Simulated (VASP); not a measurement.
Write the native input for VASP 6.6.1 that does the following.

```
Task                   : single point
Functional             : r2SCAN
Potentials or basis    : VASP PAW PBE potentials, release 64 (C_h)
Cutoff                 : 910 eV
k mesh                 : 6 × 6 × 6
Occupations            : gaussian, width 0.05 eV
Spin                   : no spin polarisation
Dipole correction      : no
Further INCAR settings : ALGO = Normal; EDIFF = 1e-06; NBANDS = 26
```

The system is C.

```
CELL_PARAMETERS angstrom
3.56028 0.00000 0.00000
0.00000 -3.56028 0.00000
0.00000 0.00000 -3.56028
ATOMIC_POSITIONS crystal
C 0.50000 0.00000 0.98245
C 0.00000 0.50000 0.00000
C 0.00000 0.00000 0.50000
C 0.50000 0.50000 0.50000
C 0.75000 0.75000 0.75000
C 0.25000 0.25000 0.75000
C 0.25000 0.75000 0.25000
C 0.75000 0.25000 0.25000
```

This cell differs from its parent crystal: atom 1 (C) moved +0.062 Å along Cartesian [0 0 1].

One way to write it, as run:

POSCAR

```
C
1.0
    3.5602834153      0.0000000000      0.0000000000
    0.0000000000     -3.5602834153      0.0000000000
    0.0000000000      0.0000000000     -3.5602834153
C
8
Direct
    0.5000000000      0.0000000000     -0.0175547822
    0.0000000000      0.5000000000      0.0000000000
    0.0000000000      0.0000000000      0.5000000000
    0.5000000000      0.5000000000      0.5000000000
    0.7500000000      0.7500000000      0.7500000000
    0.2500000000      0.2500000000      0.7500000000
    0.2500000000      0.7500000000      0.2500000000
    0.7500000000      0.2500000000      0.2500000000
```

INCAR.step1

```
SYSTEM = C
PREC = Accurate
ENCUT = 910
ISMEAR = 0
SIGMA = 0.05
LREAL = .False.
LASPH = .True.
NELM = 120
NBANDS = 26
GGA = PE
ALGO = Normal
EDIFF = 1E-5
LWAVE = .True.
LCHARG = .False.
GGA_COMPAT = .False.
```

INCAR.step2

```
SYSTEM = C
PREC = Accurate
ENCUT = 910
EDIFF = 1E-6
ISMEAR = 0
SIGMA = 0.05
LREAL = .False.
LASPH = .True.
NELM = 120
ALGO = Normal
ISIF = 2
LWAVE = .False.
LCHARG = .False.
METAGGA = R2SCAN
LMIXTAU = .True.
NBANDS = 26
ISTART = 1
GGA_COMPAT = .False.
```

KPOINTS

```
regular mesh
0
Gamma
  6 6 6
  0 0 0
```

Potentials or basis: VASP PAW PBE potentials, release 64 (C_h).

Run with:

```bash
$ cat potpaw_PBE.64/C_h/POTCAR > POTCAR
$ cp INCAR.step1 INCAR
$ mpirun -np 1 vasp_std > vasp.out
$ cp INCAR.step2 INCAR
$ mpirun -np 1 vasp_std > vasp.out
```

It gave:

```
Pressure               : -0.4 GPa
Largest force          : 2.868 eV/Å
Band gap on the k mesh : 4.11 eV
```

Caveat: the cell differs from its parent crystal (atom 1 (C) moved +0.062 Å along Cartesian [0 0 1]); the cutoff is under 1.25 times the usual one of these potentials, so pressure, stress and relaxed cells hold a basis-set (Pulay) error; the PAW data sets were made with another functional, which shifts forces and pressure a little.

It took 4.8 min on 1 thread of AMD EPYC 7R13 Processor (Zen 3) (shared host), peak memory 0.23 GiB.
